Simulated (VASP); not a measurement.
MnSe:

```
CELL_PARAMETERS angstrom
0.00000 2.72000 2.72000
2.72000 0.00000 2.72000
2.72000 2.72000 0.00000
ATOMIC_POSITIONS crystal
Mn 0.00000 0.00000 0.00000
Se 0.50000 0.50000 0.50000
```

Base run:

| Quantity | Value |
| --- | --- |
| Program | VASP 6.6.1 |
| Functional | LDA |
| Potentials or basis | VASP PAW LDA potentials, release 64 (Mn_pv, Se) |
| Cutoff | 520 eV |
| k mesh | 11 × 11 × 11 |
| Occupations | fermi-dirac, width 0.05 eV |
| Spin | collinear spin, ferromagnetic start |
| Starting moments | [2.8, 0.0] μB |
| Hubbard terms | Mn d U = 6.0 eV |

Its results: pressure -0.6 GPa; net moment 5.00 μB per cell; site moments Mn +4.62; Se +0.07 μB.

Question: After a change of settings the same cell gave: pressure -4.2 GPa; net moment 4.91 μB per cell; site moments Mn +4.42; Se +0.12 μB. Which change was it?
A. hubbard terms from Mn d U = 6.0 eV to Mn d U = 2.0 eV
B. hubbard terms from Mn d U = 6.0 eV to Mn d U = 4.0 eV
C. hubbard terms from Mn d U = 6.0 eV to none; further incar settings from ALGO = Normal; EDIFF = 1e-06; NBANDS = 20 to ALGO = Normal; EDIFF = 1e-07; NBANDS = 20

Answer: A.

Caveats: a cell with one magnetic atom can't hold antiferromagnetic order, which such compounds often take.
